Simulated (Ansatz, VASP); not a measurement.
**One calculation of AsS2, two programs**

```
CELL_PARAMETERS angstrom
0.00000 3.98823 3.98823
3.98823 0.00000 3.98823
3.98823 3.98823 0.00000
ATOMIC_POSITIONS crystal
As 0.00000 0.00000 0.00000
As 0.25000 0.25000 0.25000
S 0.62500 0.62500 0.62500
S 0.12500 0.62500 0.62500
S 0.62500 0.62500 0.12500
S 0.62500 0.12500 0.62500
```

Alike in both runs: task relaxation of cell and atoms; functional r2SCAN; k mesh 4 × 4 × 4; occupations gaussian, width 0.1 eV; no spin polarisation.

```csv
,VASP,Ansatz
version,VASP 6.6.1,Ansatz 0.2.0
potentials or method,"VASP PAW PBE potentials, release 64 (As, S), cutoff 600 eV","scalar-relativistic, plane waves, PAW"
valence electrons in the cell,34,54
```

|  | VASP | Ansatz | Ansatz less VASP |
| --- | --- | --- | --- |
| gap on the k mesh at the Fermi level, each at its own relaxed structure (eV) | none | none | - |
| relaxed volume (Å³/atom) | 17.93 | 17.91 | -0.018 |
| relaxed length of the cell vector where the two differ most in proportion (Å) | 5.339 | 5.337 | -0.0017 |

VASP's potentials were made for PBE, not for r2SCAN. A gap of «none» marks a metal or a gap that the smearing closes. VASP's potentials hold 34 valence electrons a cell and Ansatz's 54, so a difference there can come from the potentials and not from the codes.

Noted on VASP's run: the volume moved by over 15 % at a fixed basis, so the end points are rough.
